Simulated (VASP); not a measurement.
# PbS (rocksalt type) (Fm-3m) in VASP: a series of runs

Runs on PbS (rocksalt type). Level: LDA. Tasks: single point.

Everything below comes from runs of VASP 6.6.1. Logs are shortened: lines on timing, memory, paths and dates and some standing lists are left out, and cuts for length are marked.

**1. The cell of the first run**

Symmetry: Fm-3m, No. 225, cubic system. Conventional cell: a = 5.037 Å, b = 5.037 Å, c = 5.037 Å, α = 90.00°, β = 90.00°, γ = 90.00°. Pb (site symmetry m-3m) has 6 S at 2.52 Å within 3.3 Å. Within 3.3 Å of S (site symmetry m-3m) lie 6 Pb at 2.52 Å.

**2. Single point, LDA (15.98 Å³/atom)**

Contents of INCAR:

```
ALGO = Normal
EDIFF = 1E-6
ENCUT = 520
ISIF = 2
ISMEAR = -1
LASPH = T
LCHARG = F
LREAL = F
LWAVE = F
NBANDS = 17
NELM = 80
PREC = Accurate
SIGMA = 0.08
```

Contents of KPOINTS:

```
k-points
0
Gamma
  12 12 12
```

Contents of POSCAR:

```
PbS
1.0
    0.0000000000      2.5186786110      2.5186786110
    2.5186786110      0.0000000000      2.5186786110
    2.5186786110      2.5186786110      0.0000000000
Pb S
1 1
Direct
    0.0000000000      0.0000000000      0.0000000000
    0.5000000000      0.5000000000      0.5000000000
```

Potentials or basis: VASP PAW LDA potentials, release 64 (Pb_d, S).

Started as:

```sh
> cat potpaw_LDA.64/Pb_d/POTCAR potpaw_LDA.64/S/POTCAR > POTCAR
> mpirun -np 1 vasp_std > vasp.out
```

OUTCAR:

```text
EDIFF = 1E-6
   ENCUT = 520
   ISIF = 2
   ISMEAR = -1
   LASPH = T
   LREAL = F
   NELM = 80
   PREC = Accurate

 ion  position               nearest neighbor table
   1  0.000  0.000  0.000-   2 2.52   2 2.52   2 2.52   2 2.52   2 2.52   2 2.52
   2  0.500  0.500  0.500-   1 2.52   1 2.52   1 2.52   1 2.52   1 2.52   1 2.52

  LATTYP: Found a face centered cubic cell.
 ALAT       =     5.0373572220

  Lattice vectors:

 A1 = (   0.0000000000,   2.5186786110,   2.5186786110)
 A2 = (   2.5186786110,   0.0000000000,   2.5186786110)
 A3 = (   2.5186786110,   2.5186786110,   0.0000000000)

Analysis of symmetry for initial positions (statically):
=====================================================================
 Subroutine PRICEL returns:
 Original cell was already a primitive cell.

 Routine SETGRP: Setting up the symmetry group for a
 face centered cubic supercell.

 Subroutine GETGRP returns: Found 48 space group operations
 (whereof 48 operations were pure point group operations)
 out of a pool of 48 trial point group operations.

The static configuration has the point symmetry O_h .

Analysis of symmetry for dynamics (positions and initial velocities):
=====================================================================
 Subroutine PRICEL returns:
 Original cell was already a primitive cell.

 Routine SETGRP: Setting up the symmetry group for a
 face centered cubic supercell.

 Subroutine GETGRP returns: Found 48 space group operations
 (whereof 48 operations were pure point group operations)
 out of a pool of 48 trial point group operations.

The dynamic configuration has the point symmetry O_h .

 Subroutine INISYM returns: Found 48 space group operations
 (whereof 48 operations are pure point group operations),
 and found     1 'primitive' translations

----------------------------------------------------------------------------------------

                                     Primitive cell

  volume of cell :      31.9557

  direct lattice vectors                    reciprocal lattice vectors
     0.000000000  2.518678611  2.518678611    -0.198516793  0.198516793  0.198516793
     2.518678611  0.000000000  2.518678611     0.198516793 -0.198516793  0.198516793
     2.518678611  2.518678611  0.000000000     0.198516793  0.198516793 -0.198516793

  length of vectors
     3.561949451  3.561949451  3.561949451     0.343841171  0.343841171  0.343841171

  position of ions in fractional coordinates (direct lattice)
     0.000000000  0.000000000  0.000000000
     0.500000000  0.500000000  0.500000000

  ion indices of the primitive-cell ions
   primitive index   ion index
                 1           1
                 2           2

----------------------------------------------------------------------------------------

 KPOINTS: k-points

Automatic generation of k-mesh.
 Grid dimensions read from file:
 generate k-points for:   12   12   12

 Generating k-lattice:

  Cartesian coordinates                     Fractional coordinates (reciprocal lattice)
    -0.016543066  0.016543066  0.016543066     0.083333333  0.000000000  0.000000000
     0.016543066 -0.016543066  0.016543066     0.000000000  0.083333333  0.000000000
     0.016543066  0.016543066 -0.016543066     0.000000000  0.000000000  0.083333333

  Length of vectors
     0.028653431  0.028653431  0.028653431

  Shift w.r.t. Gamma in fractional coordinates (k-lattice)
     0.000000000  0.000000000  0.000000000

 Subroutine IBZKPT returns following result:
 ===========================================

 Found     72 irreducible k-points:

 Following reciprocal coordinates:
            Coordinates               Weight
  0.000000  0.000000  0.000000      1.000000
  0.083333  0.000000  0.000000      8.000000
  0.166667  0.000000  0.000000      8.000000
  0.250000  0.000000  0.000000      8.000000
  0.333333  0.000000  0.000000      8.000000
  0.416667  0.000000  0.000000      8.000000
[... 16 lines left out ...]
  0.500000  0.166667  0.000000     24.000000
 -0.416667  0.166667  0.000000     24.000000
 [... further k-points ...]
   k-points           NKPTS =     72   k-points in BZ     NKDIM =     72   number of bands    NBANDS=     17
   number of dos      NEDOS =    301   number of ions     NIONS =      2
   total plane-waves  NPLWV =  21952
   dimension x,y,z NGX =    28 NGY =   28 NGZ =   28
   dimension x,y,z NGXF=    56 NGYF=   56 NGZF=   56
   ions per type =               1   1
   NGX,Y,Z   is equivalent  to a cutoff of  13.07, 13.07, 13.07 a.u.
   NGXF,Y,Z  is equivalent  to a cutoff of  26.14, 26.14, 26.14 a.u.
 SYSTEM =  unknown system
   PREC   = accura    normal or accurate (medium, high low for compatibility)
   ISTART =      0    job   : 0-new  1-cont  2-samecut
   ICHARG =      2    charge: 1-file 2-atom 10-const
   ISPIN  =      1    spin polarized calculation?
   LNONCOLLINEAR =      F non collinear calculations
   LSORBIT =      F    spin-orbit coupling
   LASPH  =      T    aspherical Exc in radial PAW
   ENCUT  =  520.0 eV  38.22 Ry    6.18 a.u.   6.62  6.62  6.62*2*pi/ulx,y,z
   NELM   =     80;   NELMIN=  2; NELMDL= -5     # of ELM steps
   EDIFF  = 0.1E-05   stopping-criterion for ELM
   LREAL  =      F    real-space projection
   EDIFFG = 0.1E-04   stopping-criterion for IOM
   NSW    =      0    number of steps for IOM
   IBRION =     -1    ionic relax: 0-MD 1-quasi-New 2-CG
   NFREE  =      0    steps in history (QN), initial steepest desc. (CG)
   ISIF   =      2    stress and relaxation
   ISYM   =      2    0-nonsym 1-usesym 2-fastsym
   POTIM  = 0.5000    time-step for ionic-motion
   TEBEG  =    0.0;   TEEND  =   0.0 temperature during run
   PSTRESS=    0.0 pullay stress
   NELECT =      20.0000    total number of electrons
   NUPDOWN=      -1.0000    fix difference up-down
   EMIN   =  10.00;   EMAX   =-10.00  energy-range for DOS
   EFERMI =   0.00;   METHOD = LEGACY
   ISMEAR =    -1;   SIGMA  =   0.08  broadening in eV -4-tet -1-fermi 0-gaus
   EFERMI_NEDOS =   21; number of points for ismear=-14 and -15
   IALGO  =     38    algorithm
   IMIX   =      4    mixing-type and parameters
     AMIX     =   0.40;   BMIX     =  1.00
     AMIX_MAG =   1.60;   BMIX_MAG =  1.00
  volume/ion in A,a.u.               =      15.98       107.82
  Fermi-wavevector in a.u.,A,eV,Ry     =   1.400346  2.646271 26.680609  1.960969
  Thomas-Fermi vector in A             =   2.523316
   LORBIT       =      0    0 simple, 1 ext, 2 COOP (PROOUT), +10 PAW based schemes
   GGA     = CA    functional components
   LHFCALC =     F    Hartree Fock is set to
   AEXX    =    0.0000 exact exchange contribution
   IVDW    =     0    specifies the selected vdW correction
   LEPSILON=     F    determine dielectric tensor
   LRPA    =     F    only Hartree local field effects (RPA)
 non-spin polarized calculation
  energy-cutoff  :      520.00
  volume of cell :       31.96
 maximum number of plane-waves:       883
   NGX = 13   NGY = 13   NGZ = 13

 number of electron      20.0000004 magnetization

 Free energy of the ion-electron system (eV)
  ---------------------------------------------------
  ext. energy  EPLUGINS =         0.00000000
  ---------------------------------------------------
  free energy    TOTEN  =        -7.18729716 eV

  energy without entropy =       -7.17827601  energy(sigma->0) =       -7.18278659

 E-fermi :  13.3352     XC(G=0): -12.4659

 val. band max:       13.3309560311   @ k =   0.5000   0.0833   0.0000
 cond. band min:      13.3548260185   @ k =  -0.2500   0.1667   0.0000
 fundamental gap:      0.0238699874
 Fermi energy:        13.3351647794

 k-point     1 :       0.0000    0.0000    0.0000
  band No.  band energies     occupation
      1      -5.5959      2.00000
      2      -4.8203      2.00000
      3      -4.8203      2.00000
      4      -4.8011      2.00000
      5      -4.8011      2.00000
      6      -4.8011      2.00000
[... 9 lines left out ...]
     16      20.5311      0.00000
     17      20.5311      0.00000

 k-point     2 :       0.0833    0.0000    0.0000
  band No.  band energies     occupation
      1      -5.4821      2.00000
      2      -4.8340      2.00000
      3      -4.8340      2.00000
      4      -4.8028      2.00000
      5      -4.7859      2.00000
      6      -4.7859      2.00000
[... 9 lines left out ...]
     16      20.1406      0.00000
     17      21.5527      0.00000

 k-point     3 :       0.1667    0.0000    0.0000
  band No.  band energies     occupation
      1      -5.1624      2.00000
      2      -4.8762      2.00000
      3      -4.8762      2.00000
      4      -4.7896      2.00000
      5      -4.7386      2.00000
      6      -4.7386      2.00000
[... 9 lines left out ...]
     16      20.0668      0.00000
     17      23.5275      0.00000

 k-point     4 :       0.2500    0.0000    0.0000
  band No.  band energies     occupation
      1      -4.9338      2.00000
      2      -4.9338      2.00000
      3      -4.9167      2.00000
      4      -4.6724      2.00000
      5      -4.6724      2.00000
      6      -4.4964      2.00000
[... 9 lines left out ...]
     16      20.6406      0.00000
     17      25.8149      0.00000
[... 343 lines left out ...]
      1      -5.4077      2.00000
      2      -4.9030      2.00000
      3      -4.8589      2.00000
      4      -4.6651      2.00000
      5      -4.5391      2.00000
      6      -2.7948      2.00000
[... 9 lines left out ...]
     16      23.5742      0.00000
     17      26.7167      0.00000

 k-point    23 :       0.5000    0.1667    0.0000
  band No.  band energies     occupation
      1      -5.3826      2.00000
      2      -4.9523      2.00000
      3      -4.8545      2.00000
      4      -4.6453      2.00000
      5      -4.5224      2.00000
      6      -2.0909      2.00000
[... 9 lines left out ...]
     16      24.6487      0.00000
     17      25.3728      0.00000

 k-point    24 :      -0.4167    0.1667    0.0000
  band No.  band energies     occupation
      1      -5.3299      2.00000
      2      -4.9844      2.00000
      3      -4.8478      2.00000
      4      -4.6404      2.00000
      5      -4.5423      2.00000
      6      -1.9806      2.00000
[... 9 lines left out ...]
     16      23.9913      0.00000
     17      26.0986      0.00000

 [... further k-points ...]

------------------------ aborting loop because EDIFF is reached ----------------------------------------

  FORCE on cell =-STRESS in cart. coord.  units (eV):
  Direction    XX          YY          ZZ          XY          YZ          ZX
  --------------------------------------------------------------------------------------
  -------------------------------------------------------------------------------------
  Total       14.4748892     14.4748892     14.4748892     -0.0000000      0.0000000      0.0000000
  in kB      725.7341739    725.7341739    725.7341739     -0.0000000      0.0000000      0.0000000
  external PRESSURE =     725.7341739 kB  Pullay stress =       0.0000000 kB

 VOLUME and BASIS-vectors are now :
 -----------------------------------------------------------------------------
  energy-cutoff  :      520.00
  volume of cell :       31.96
      direct lattice vectors                 reciprocal lattice vectors
     0.000000000  2.518678611  2.518678611    -0.198516793  0.198516793  0.198516793
     2.518678611  0.000000000  2.518678611     0.198516793 -0.198516793  0.198516793
     2.518678611  2.518678611  0.000000000     0.198516793  0.198516793 -0.198516793

 POSITION                                       TOTAL-FORCE (eV/Angst)
 -----------------------------------------------------------------------------------
      0.00000      0.00000      0.00000         0.000000      0.000000     -0.000000
      2.51868      2.51868      2.51868         0.000000      0.000000      0.000000
 -----------------------------------------------------------------------------------
    total drift:                               -0.000000      0.000000      0.000000

  FREE ENERGIE OF THE ION-ELECTRON SYSTEM (eV)
  ---------------------------------------------------
  free  energy   TOTEN  =        -7.1872971614 eV

  energy  without entropy=       -7.1782760094  energy(sigma->0) =       -7.18278659
```

It took 62 s on 1 thread of Intel Xeon 8259CL, shared host; peak memory 0.17 GiB.

Results:

* Free energy: -7.1873 eV
* Pressure: 72.6 GPa
* Band gap on the k mesh: zero (bands 10 and 11 overlap by 0.23 eV)

Levels at points of the mesh, in eV from the Fermi level:
```csv
k point,band 7,band 8,band 9,band 10,band 11,band 12,band 13,band 14
"(0.00, 0.00, 0.00)",-4.60,-4.60,-4.60,-4.06,5.66,5.66,5.66,6.69
"(0.50, 0.00, 0.00)",-12.55,-3.32,-3.32,-1.05,0.61,0.61,2.01,9.26
"(0.50, 0.50, 0.00)",-9.98,-7.87,-6.89,-6.89,1.76,7.70,8.26,8.26
```

Caveat: the cell stands under pressure; semilocal functionals underestimate gaps, so a narrow gap can read as zero; spin-orbit coupling is left out, which moves the levels of the heavy elements.

**3. Single point, LDA (17.98 Å³/atom)**

This run uses another cell than the first one, of 17.98 Å³/atom.

Contents of INCAR:

```
SYSTEM = PbS
PREC = Accurate
ENCUT = 520
EDIFF = 1E-6
ISMEAR = -1
SIGMA = 0.08
LREAL = .False.
LASPH = .True.
NELM = 100
ALGO = Normal
ISIF = 2
LWAVE = .False.
LCHARG = .False.
NBANDS = 17
```

Contents of KPOINTS:

```
regular mesh
0
Gamma
  12 12 12
  0 0 0
```

Contents of POSCAR:

```
PbS
1.0
    0.0000000000      2.6195313172      2.6195313172
    2.6195313172      0.0000000000      2.6195313172
    2.6195313172      2.6195313172      0.0000000000
Pb S
1 1
Direct
    0.0000000000      0.0000000000      0.0000000000
    0.5000000000      0.5000000000      0.5000000000
```

Potentials or basis: VASP PAW LDA potentials, release 64 (Pb_d, S).

Started as:

```sh
> cat potpaw_LDA.64/Pb_d/POTCAR potpaw_LDA.64/S/POTCAR > POTCAR
> mpirun -np 1 vasp_std > vasp.out
```

Run time: 59 s. Hardware: 1 thread of Intel Xeon 8259CL, shared host; peak memory 0.17 GiB.

It converged, with:

| Quantity | Value |
| --- | --- |
| Free energy | -8.5905 eV |
| Pressure | 42.2 GPa |
| Band gap on the k mesh | 0.14 eV (least direct gap 0.38 eV) |

Levels at points of the mesh, in eV from the valence-band top:
```csv
k point,band 7,band 8,band 9,band 10,band 11,band 12,band 13,band 14
"(0.00, 0.00, 0.00)",-4.71,-3.94,-3.94,-3.94,5.92,5.92,5.92,6.63
"(0.50, 0.00, 0.00)",-11.50,-2.98,-2.98,-0.64,1.02,1.02,1.33,9.32
"(0.50, 0.50, 0.00)",-8.67,-7.70,-5.95,-5.95,2.27,7.15,7.53,7.53
```

Caveat: the cell stands under pressure; spin-orbit coupling is left out, which moves the levels of the heavy elements.

**4. Single point, LDA (17.98 Å³/atom)**

This run uses another cell than the first one, of 17.98 Å³/atom.

Contents of INCAR:

```
ALGO     = Normal         # electronic algorithm
EDIFF    = 1E-7           # SCF threshold, eV
ENCUT    = 520            # plane-wave cutoff, eV
GGA      = CA             # functional
ISIF     = 2              # what is computed and relaxed
ISMEAR   = -1             # smearing method
LASPH    = True           # aspherical terms in the spheres
LCHARG   = False          # write CHGCAR
LREAL    = False          # projectors in reciprocal space
LWAVE    = False          # write WAVECAR
NBANDS   = 17             # bands
NELM     = 100            # most SCF steps
PREC     = Accurate       # precision mode
SIGMA    = 0.08           # smearing width, eV
```

Contents of KPOINTS:

```
k-points
0
Gamma
  12 12 12
```

POSCAR is that of step 3.

Started as:

```sh
> cat potpaw_LDA.64/Pb_d/POTCAR potpaw_LDA.64/S/POTCAR > POTCAR
> mpirun -np 1 vasp_std > vasp.out
```

Run time: 68 s. Hardware: 1 thread of Intel Xeon 8259CL, shared host; peak memory 0.17 GiB.

Results (log left out):

- Free energy: -8.5905 eV
- Pressure: 42.2 GPa
- Band gap on the k mesh: 0.14 eV (least direct gap 0.38 eV)

Levels at points of the mesh, in eV from the valence-band top:
```tsv
k point	band 8	band 9	band 10	band 11	band 12	band 13
(0.00, 0.00, 0.00)	-3.94	-3.94	-3.94	5.92	5.92	5.92
(0.50, 0.00, 0.00)	-2.98	-2.98	-0.64	1.02	1.02	1.33
(0.50, 0.50, 0.00)	-7.70	-5.95	-5.95	2.27	7.15	7.53
```

Caveat: the cell stands under pressure; spin-orbit coupling is left out, which moves the levels of the heavy elements.

**5. Single point, LDA (19.97 Å³/atom)**

This run uses another cell than the first one, of 19.97 Å³/atom.

Contents of INCAR:

```
ALGO = Normal
EDIFF = 1E-6
ENCUT = 520
GGA = CA
ISIF = 2
ISMEAR = -1
LASPH = T
LCHARG = T
LELF = T
LREAL = F
LVHAR = T
LWAVE = F
NBANDS = 17
NELM = 80
PREC = Accurate
SIGMA = 0.08
```

KPOINTS is that of step 4.

Contents of POSCAR:

```
PbS
1.0
    0.0000000000      2.7131642863      2.7131642863
    2.7131642863      0.0000000000      2.7131642863
    2.7131642863      2.7131642863      0.0000000000
Pb S
1 1
Direct
    0.0000000000      0.0000000000      0.0000000000
    0.5000000000      0.5000000000      0.5000000000
```

Started as:

```sh
> cat potpaw_LDA.64/Pb_d/POTCAR potpaw_LDA.64/S/POTCAR > POTCAR
> mpirun -np 1 vasp_std > vasp.out
```

It took 90 s on 1 thread of Intel Xeon 8259CL, shared host; peak memory 0.18 GiB.

Results (log left out):

```yaml
Free_energy: -9.3919 eV
Pressure: 23.3 GPa
Band_gap_on_the_k_mesh: 0.32 eV
```

Levels at points of the mesh, in eV from the valence-band top:
```tsv
k point	band 6	band 7	band 8	band 9	band 10	band 11	band 12	band 13	band 14	band 15
(0.00, 0.00, 0.00)	-16.01	-5.04	-3.24	-3.24	-3.24	6.29	6.29	6.29	6.30	6.30
(0.50, 0.00, 0.00)	-13.93	-10.50	-2.51	-2.51	-0.21	0.96	1.46	1.46	9.21	9.89
(0.50, 0.50, 0.00)	-12.72	-7.46	-7.41	-5.03	-5.03	2.85	6.79	7.07	7.07	11.84
```

Caveat: the cell stands under pressure; spin-orbit coupling is left out, which moves the levels of the heavy elements. A k mesh can miss the band edges.

**6. Single point, LDA (19.97 Å³/atom)**

This run uses another cell than the first one, of 19.97 Å³/atom.

Contents of INCAR:

```
SYSTEM = PbS
  ALGO = Normal
  EDIFF = 1E-6
  ENCUT = 520
  ISIF = 2
  ISMEAR = -1
  LASPH = .TRUE.
  LCHARG = .TRUE.
  LELF = .TRUE.
  LREAL = .FALSE.
  LVHAR = .TRUE.
  LWAVE = .FALSE.
  NBANDS = 17
  NELM = 100
  PREC = Accurate
  SIGMA = 0.08
```

Contents of KPOINTS:

```
k-points
0
G
  12 12 12
  0 0 0
```

POSCAR is that of step 5.

Potentials or basis: VASP PAW LDA potentials, release 64 (Pb_d, S).

Started as:

```sh
> cat potpaw_LDA.64/Pb_d/POTCAR potpaw_LDA.64/S/POTCAR > POTCAR
> mpirun -np 1 vasp_std > vasp.out
```

It took 79 s on 1 thread of Intel Xeon 8259CL, shared host; peak memory 0.18 GiB.

Results (log left out):

| Quantity | Value |
| --- | --- |
| Free energy | -9.3919 eV |
| Pressure | 23.3 GPa |
| Band gap on the k mesh | 0.32 eV |

Levels at points of the mesh, in eV from the valence-band top:
```csv
k point,band 7,band 8,band 9,band 10,band 11,band 12,band 13,band 14
"(0.00, 0.00, 0.00)",-5.04,-3.24,-3.24,-3.24,6.29,6.29,6.29,6.30
"(0.50, 0.00, 0.00)",-10.50,-2.51,-2.51,-0.21,0.96,1.46,1.46,9.21
"(0.50, 0.50, 0.00)",-7.46,-7.41,-5.03,-5.03,2.85,6.79,7.07,7.07
```

Caveat: the cell stands under pressure; spin-orbit coupling is left out, which moves the levels of the heavy elements.

**7. Summary**

| cell | gap on the mesh (eV) | pressure (GPa) |
| --- | --- | --- |
| a = 3.562 Å, angles 60.0°, 2 atoms | none | 72.6 |
| a = 3.705 Å, angles 60.0°, 2 atoms | 0.14 | 42.2 |
| a = 3.837 Å, angles 60.0°, 2 atoms | 0.32 | 23.3 |

Alike in all rows: task single point; level LDA; potentials or basis VASP PAW LDA potentials, release 64 (Pb_d, S); no spin polarisation; k mesh 12 × 12 × 12; cutoff (eV) 520; smearing fermi-dirac 0.08 eV.

Caveats: the cell stands under pressure; spin-orbit coupling is left out, which moves the levels of the heavy elements; semilocal functionals underestimate gaps, so a narrow gap can read as zero (at least some runs).

Total energies depend on the potentials used, so only differences within one code and one set of settings carry meaning.
